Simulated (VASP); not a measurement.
Input of a VASP 6.6.1 run:

File INCAR:

```
SYSTEM = SnO2
PREC     = Accurate       ! precision mode
ENCUT    = 520            ! plane-wave cutoff, eV
EDIFF    = 1E-6           ! SCF threshold, eV
ISMEAR   = 0              ! smearing method
SIGMA    = 0.05           ! smearing width, eV
LREAL    = .FALSE.        ! projectors in reciprocal space
LASPH    = .TRUE.         ! aspherical terms in the spheres
NELM     = 80             ! most SCF steps
ALGO     = Normal         ! electronic algorithm
ISIF     = 2              ! what is computed and relaxed
LWAVE    = .FALSE.        ! write WAVECAR
LCHARG   = .FALSE.        ! write CHGCAR
GGA      = PE             ! functional
IVDW     = 12             ! dispersion correction
NBANDS   = 35             ! bands
```

The input KPOINTS:

```
Automatic mesh
0
G
  12 12 4
  0 0 0
```

File POSCAR:

```
SnO2
1.0
    3.2318013656      0.0000000000      0.0000000000
   -1.6159006828      2.7988220826      0.0000000000
    0.0000000000      0.0000000000     10.6100038833
Sn O
2 4
Direct
    0.0000000000      0.0000000000      0.5000000000
    0.0000000000      0.0000000000      0.0000000000
    0.6666666667      0.3333333333      0.4017901367
    0.6666666667      0.3333333333      0.0982098633
    0.3333333333      0.6666666667      0.5982098633
    0.3333333333      0.6666666667      0.9017901367
```

Potentials or basis: VASP PAW PBE potentials, release 64 (Sn_d, O).

Run with:

```sh
$ cat potpaw_PBE.64/Sn_d/POTCAR potpaw_PBE.64/O/POTCAR > POTCAR
$ mpirun -np 1 vasp_std > vasp.out
```

(1) Estimate the pressure.

(2) Predict the band gap on the k mesh.

Answers

(1) -3.4 GPa.

(2) 1.98 eV (least direct gap 2.30 eV).

Caveat: the cell stands under tension; spin-orbit coupling is left out, which moves the levels of the heavy elements.
